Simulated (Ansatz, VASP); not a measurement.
One calculation of BN, two programs

INCAR

```
PREC = Accurate
ENCUT = 600
EDIFF = 1E-6
ISMEAR = 0
SIGMA = 0.02
LREAL = False
LASPH = True
NELM = 80
ALGO = Normal
ISIF = 3
LWAVE = False
LCHARG = False
GGA = PE
IVDW = 12
IBRION = 2
NSW = 100
EDIFFG = -0.005
```

The input KPOINTS:

```
Automatic mesh
0
Gamma
  12 12 4
```

POSCAR

```
BN
1.0
    2.4982400000      0.0000000000      0.0000000000
   -1.2491200000      2.1635393048      0.0000000000
    0.0000000000      0.0000000000      6.6357000000
B N
2 2
Direct
    0.3333333333      0.6666666667      0.2500000000
    0.6666666667      0.3333333333      0.7500000000
    0.3333333333      0.6666666667      0.7500000000
    0.6666666667      0.3333333333      0.2500000000
```

Input for Ansatz:

```yaml
crystal:
  lattice:
    - [2.49824, 0.0, 0.0]
    - [-1.24912, 2.1635393048, 0.0]
    - [0.0, 0.0, 6.6357]
  atoms:
    - { symbol: B, position: [0.3333333333, 0.6666666667, 0.25] }
    - { symbol: B, position: [0.6666666667, 0.3333333333, 0.75] }
    - { symbol: "N", position: [0.3333333333, 0.6666666667, 0.75] }
    - { symbol: "N", position: [0.6666666667, 0.3333333333, 0.25] }
basis:
  ecutwfc: 420
kpoints:
  mp_grid: { grid: [12, 12, 4] }
hamiltonian:
  xc: pbe
  dispersion: d3bj
scf:
  occupations: { method: gaussian, width: 0.02 }
output:
  forces: true
  stress: true
  eigenvalues: true
  write_density: true
  write_potential: true
  elf: true
  volumetric_format: npy
relax:
  adjacent_minimum: "off"
  f_tol: 0.005
  max_steps: 80
  cell: { stress_tol: 0.05 }
```

Alike in both runs: task relaxation of cell and atoms; functional PBE; dispersion D3(BJ); k mesh 12 × 12 × 4; occupations gaussian, width 0.02 eV; no spin polarisation.

|  | VASP | Ansatz |
| --- | --- | --- |
| version | VASP 6.6.1 | Ansatz 0.2.0 |
| potentials or method | VASP PAW PBE potentials, release 64 (B, N), cutoff 600 eV | scalar-relativistic, plane waves, PAW |
| valence electrons in the cell | 16 | 16 |

|  | VASP | Ansatz | Ansatz less VASP |
| --- | --- | --- | --- |
| gap on the k mesh at the Fermi level, each at its own relaxed structure (eV) | 4.25 | 4.27 | +0.027 |
| relaxed volume (Å³/atom) | 8.92 | 9.00 | +0.074 |
| relaxed cell length with the largest relative difference (Å) | 6.561 | 6.614 | +0.0536 |
